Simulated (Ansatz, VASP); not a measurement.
# PbSe: VASP beside Ansatz

The input INCAR:

```
PREC = Accurate
ENCUT = 500
EDIFF = 1E-6
ISMEAR = 0
SIGMA = 0.1
LREAL = F
LASPH = T
NELM = 120
ALGO = Normal
ISIF = 2
LWAVE = F
LCHARG = F
GGA = CA
NBANDS = 17
GGA_COMPAT = F
```

The input KPOINTS:

```
Automatic mesh
0
Gamma
  6 6 6
```

POSCAR

```
PbSe
1.0
    0.0000000000      3.0908235400      3.0908235400
    3.0908235400      0.0000000000      3.0908235400
    3.0908235400      3.0908235400      0.0000000000
Pb Se
1 1
Direct
    0.0000000000      0.0000000000      0.0000000000
    0.5000000000      0.5000000000      0.5000000000
```

Input for Ansatz:

```yaml
crystal:
  lattice:
    - [0.0, 3.09082354, 3.09082354]
    - [3.09082354, 0.0, 3.09082354]
    - [3.09082354, 3.09082354, 0.0]
  atoms:
    - { symbol: Pb, position: [0.0, 0.0, 0.0] }
    - { symbol: Se, position: [0.5, 0.5, 0.5] }
basis:
  ecutwfc: 420
kpoints:
  mp_grid: { grid: [6, 6, 6] }
hamiltonian:
  xc: lda
  pseudopotentials: { kind: paw }
scf:
  occupations: { method: gaussian, width: 0.1 }
output:
  forces: true
  stress: true
  eigenvalues: true
```

Alike in both runs: task single point; functional LDA; k mesh 6 × 6 × 6; occupations gaussian, width 0.1 eV; no spin polarisation.

|  | VASP | Ansatz |
| --- | --- | --- |
| version | VASP 6.6.1 | Ansatz 0.2.0 |
| potentials or method | VASP PAW LDA potentials, release 64 (Pb_d, Se), cutoff 500 eV | scalar-relativistic, plane waves, PAW |
| valence electrons in the cell | 20 | 30 |

VASP gave:

| Property | Result |
| --- | --- |
| gap on the k mesh at the Fermi level (eV) | 0.26 |
| least direct gap on the mesh (eV) | 0.26 |
| pressure (GPa) | -3.4 |

Which values does Ansatz return?

gap on the k mesh at the Fermi level (eV): 0.28; least direct gap on the mesh (eV): 0.28; pressure (GPa): -3.5.

LDA's correlation is that of Perdew and Zunger in VASP and of Perdew and Wang (1992) in Ansatz. VASP's potentials hold 20 valence electrons a cell and Ansatz's 30, so a difference there can come from the potentials and not from the codes.

Neither program's run includes spin-orbit coupling.
